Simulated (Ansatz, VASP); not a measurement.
## KZn5Pd in VASP and in Ansatz

```
K Zn Pd
1.0
     4.07371    0.00000    0.00000
     0.00000    4.07371    0.00000
     0.00000    0.00000    7.15487
K Zn Pd
1 5 1
Direct
  0.50000 0.50000 0.00000
  0.50000 0.00000 0.72620
  0.00000 0.50000 0.72620
  0.50000 0.00000 0.27380
  0.00000 0.50000 0.27380
  0.00000 0.00000 0.00000
  0.00000 0.00000 0.50000
```

Alike in both runs: task relaxation of cell and atoms; functional PBE; k mesh 4 × 4 × 4; occupations gaussian, width 0.1 eV; no spin polarisation.

|  | VASP | Ansatz |
| --- | --- | --- |
| version | VASP 6.6.1 | Ansatz 0.2.0 |
| potentials or method | VASP PAW PBE potentials, release 64 (K_sv, Zn, Pd), cutoff 600 eV | scalar-relativistic, plane waves, PAW |
| valence electrons in the cell | 79 | 87 |

|  | VASP | Ansatz | Ansatz less VASP |
| --- | --- | --- | --- |
| gap on the k mesh at the Fermi level, each at its own relaxed structure (eV) | none | none | - |
| relaxed volume (Å³/atom) | 22.00 | 21.89 | -0.113 |
| relaxed cell length with the largest relative difference (Å) | 4.479 | 4.470 | -0.0088 |

A gap of «none» marks a metal or a gap that the smearing closes. VASP's potentials hold 79 valence electrons a cell and Ansatz's 87, so a difference there can come from the potentials and not from the codes.

The k mesh is coarse, so the values compare programs but aren't converged. Noted on VASP's run: the volume moved by over 15 % at a fixed basis, so the end points are rough.
